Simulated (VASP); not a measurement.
# In3O (P6/mmm) in VASP: a series of runs, part 2 of 2

VASP 6.6.1.

### 4 Relaxation of cell and atoms, PBE

This run uses another cell than the first one, of 23.79 Å³/atom, 0.909 times its volume.

The input, INCAR:

```
SYSTEM = In3O
PREC     = Accurate       ! precision mode
ENCUT    = 600            ! plane-wave cutoff, eV
EDIFF    = 1E-6           ! SCF threshold, eV
ISMEAR   = 0              ! smearing method
SIGMA    = 0.1            ! smearing width, eV
LREAL    = .False.        ! projectors in reciprocal space
LASPH    = .True.         ! aspherical terms in the spheres
NELM     = 60             ! most SCF steps
ALGO     = Normal         ! electronic algorithm
ISIF     = 3              ! what is computed and relaxed
LWAVE    = .False.        ! write WAVECAR
LCHARG   = .False.        ! write CHGCAR
GGA      = PE             ! functional
IBRION   = 2              ! ionic algorithm
NSW      = 90             ! ionic steps
EDIFFG   = -0.04          ! ionic threshold
```

The input, KPOINTS:

```
Automatic mesh
0
Gamma
  6 6 4
  0 0 0
```

The input, POSCAR:

```
In3O
1.0
    4.0835605800      0.0000000000      0.0000000000
   -2.0417802900      3.5364672000      0.0000000000
    0.0000000000      0.0000000000      6.5906339200
In O
3 1
Direct
    0.3333333300      0.6666666700      0.0000000000
    0.6666666700      0.3333333300      0.0000000000
    0.0000000000      0.0000000000      0.5000000000
    0.0000000000      0.0000000000      0.0000000000
```

Started as:

```
$ cat potpaw_PBE.64/In_d/POTCAR potpaw_PBE.64/O/POTCAR > POTCAR
$ mpirun -np 1 vasp_std > vasp.out
```

Run time: 14 min. Hardware: 1 thread of Intel Xeon 6975P-C, shared host; peak memory 0.3 GiB.

Results (log left out):

```
Free energy                            : -13.0332 eV
Relaxed volume                         : 25.45 Å³/atom
Relaxed cell                           : a = 5.174 Å, b = 5.174 Å, c = 4.391 Å, α = 90.00°, β = 90.00°, γ = 120.00°
Space group after relaxing (to 0.05 Å) : P6/mmm (No. 191)
Energy gained by relaxing              : 1181.3 meV/atom
Ionic steps                            : 16
Pressure after relaxing                : 0.0 GPa
```

Stress tensor (GPa, compression positive):
```
-0.07  0.00  0.00
 0.00 -0.07  0.00
 0.00  0.00  0.03
```

The path:
```
step  energy change (eV)  largest force (eV/Å)  pressure (GPa)  volume (Å³)
   1              0.0000                0.0000           25.06        95.18
   2             -3.0821                0.0000           -4.76       152.37
   3             -3.4358                0.0000           -1.22       130.23
   4             -3.4410                0.0000           -1.96       133.06
   5             -3.4416                0.0000           -1.74       132.21
   6             -3.6158                0.0000           -1.67       126.71
   7             -4.1507                0.0000           -0.87       109.98
   8             -2.2814                0.0000           28.78        75.56
   9             -4.3044                0.0000           -0.38       105.61
  10             -4.5286                0.0000            5.93        90.71
  11             -4.5571                0.0000            2.12        96.72
  12             -4.5762                0.0000            3.28        94.49
  13             -4.6740                0.0000            2.91        95.67
  14             -4.6746                0.0000            2.88        95.88
  15             -4.7243                0.0000            0.38       100.86
  16             -4.7254                0.0000           -0.04       101.82
```

Final structure:
```xyz
4
Lattice="5.1742 0.0000 0.0000 -2.5871 4.4810 0.0000 0.0000 0.0000 4.3915" Properties=species:S:1:pos:R:3 pbc="T T T"
In    0.0000    2.9873    0.0000
In    2.5871    1.4937    0.0000
In    0.0000    0.0000    2.1957
O     0.0000    0.0000    4.3915
```

Levels at points of the mesh, in eV from the Fermi level:
| k point | band 18 | band 19 | band 20 | band 21 | band 22 | band 23 | band 24 | band 25 | band 26 | band 27 |
| --- | --- | --- | --- | --- | --- | --- | --- | --- | --- | --- |
| (0.00, 0.00, 0.00) | -4.70 | -3.52 | -3.52 | -1.77 | -0.92 | 0.00 | 0.00 | 1.47 | 2.84 | 2.84 |
| (0.50, 0.00, 0.00) | -5.01 | -4.59 | -4.15 | -2.15 | -1.79 | 0.55 | 2.28 | 2.92 | 3.38 | 3.75 |
| (0.00, 0.00, 0.50) | -6.37 | -3.05 | -3.05 | -1.33 | -0.12 | 0.57 | 0.57 | 2.29 | 2.29 | 3.47 |
| (0.50, 0.00, 0.50) | -6.04 | -3.95 | -3.57 | -2.10 | -1.49 | 0.07 | 1.38 | 1.52 | 2.11 | 2.59 |

Caveat: spin-orbit coupling is left out, which moves the levels of the heavy elements; an odd number of electrons without spin polarisation forces a metal; a magnetic or distorted state may lie lower.

### 5 Single point, PBE, collinear spin, ferromagnetic start

This run uses another cell than the first one, of 25.88 Å³/atom, 0.989 times its volume.

The input, INCAR:

```
ALGO = Normal ; EDIFF = 1E-6
ENCUT = 520 ; GGA = PE
ISIF = 2 ; ISMEAR = 0
ISPIN = 2 ; LASPH = True
LCHARG = False ; LORBIT = 11
LREAL = False ; LWAVE = False
MAGMOM = 0 0 0 1 ; NBANDS = 34
NELM = 150 ; PREC = Accurate
SIGMA = 0.1
```

The input, KPOINTS:

```
k-points
0
Gamma
  6 6 4
```

The input, POSCAR:

```
In3O
1.0
    5.2267381632      0.0000000000      0.0000000000
   -2.6133690816      4.5264880283      0.0000000000
    0.0000000000      0.0000000000      4.3761370944
In O
3 1
Direct
    0.3333333333      0.6666666667      0.0000000000
    0.6666666667      0.3333333333      0.0000000000
    0.0000000000      0.0000000000      0.5000000000
    0.0000000000      0.0000000000      0.0000000000
```

Started as:

```
$ cat potpaw_PBE.64/In_d/POTCAR potpaw_PBE.64/O/POTCAR > POTCAR
$ mpirun -np 1 vasp_std > vasp.out
```

It took 2.5 min on 1 thread of Intel Xeon 6975P-C, shared host; peak memory 0.33 GiB.

Results (log left out):

| Property | Result |
| --- | --- |
| Free energy | -13.1025 eV |
| Pressure | 0.1 GPa |
| Net moment | 0.00 μB per cell |
| Valence electrons inside the program's atomic spheres | In 11.29, 11.26; O 4.88 |

Stress tensor (GPa, compression positive):
```
 0.16  0.00  0.00
 0.00  0.16  0.00
 0.00  0.00 -0.11
```

Levels at points of the mesh, in eV from the Fermi level:
Spin up:
```csv
k point,band 20,band 21,band 22,band 23,band 24,band 25
"(0.00, 0.00, 0.00)",-3.51,-1.76,-1.09,-0.04,-0.04,1.53
"(0.50, 0.00, 0.00)",-4.11,-2.18,-1.85,0.48,2.34,2.95
"(0.00, 0.00, 0.50)",-3.03,-1.34,-0.29,0.55,0.55,2.23
"(0.50, 0.00, 0.50)",-3.52,-2.06,-1.54,0.07,1.31,1.49
```
Spin down:
```csv
k point,band 20,band 21,band 22,band 23,band 24,band 25
"(0.00, 0.00, 0.00)",-3.51,-1.76,-1.09,-0.04,-0.04,1.53
"(0.50, 0.00, 0.00)",-4.11,-2.18,-1.85,0.48,2.34,2.95
"(0.00, 0.00, 0.50)",-3.03,-1.34,-0.29,0.55,0.55,2.23
"(0.50, 0.00, 0.50)",-3.52,-2.06,-1.54,0.07,1.31,1.49
```

Caveat: spin-orbit coupling is left out, which moves the levels of the heavy elements.

### 6 The runs side by side

```tsv
task	spin	cell	k mesh	cutoff (eV)	gap on the mesh (eV)	pressure (GPa)	relaxed volume (Å³/atom)
single point	off	a = 5.318, b = 5.318, c = 4.273 Å, angles 90.0, 90.0, 120.0°, 4 atoms	12 × 12 × 10	520	none	0.0	-
relaxation of cell and atoms	off	relaxed from a = 5.227, b = 5.227, c = 4.376 Å, angles 90.0, 90.0, 120.0°, 4 atoms	12 × 12 × 10	600	none	0.0	26.12
relaxation of cell and atoms	off	relaxed from a = 4.084, b = 4.084, c = 6.591 Å, angles 90.0, 90.0, 120.0°, 4 atoms	6 × 6 × 4	600	none	0.0	25.45
single point	collinear, ferromagnetic start	a = 5.227, b = 5.227, c = 4.376 Å, angles 90.0, 90.0, 120.0°, 4 atoms	6 × 6 × 4	520	none	0.1	-
```

Alike in all rows: level PBE; potentials or basis VASP PAW PBE potentials, release 64 (In_d, O); smearing gaussian 0.1 eV.

Caveats: spin-orbit coupling is left out, which moves the levels of the heavy elements; an odd number of electrons without spin polarisation forces a metal (some runs); a magnetic or distorted state may lie lower (some runs).

Total energies depend on the potentials used, so only differences within one code and one set of settings carry meaning.
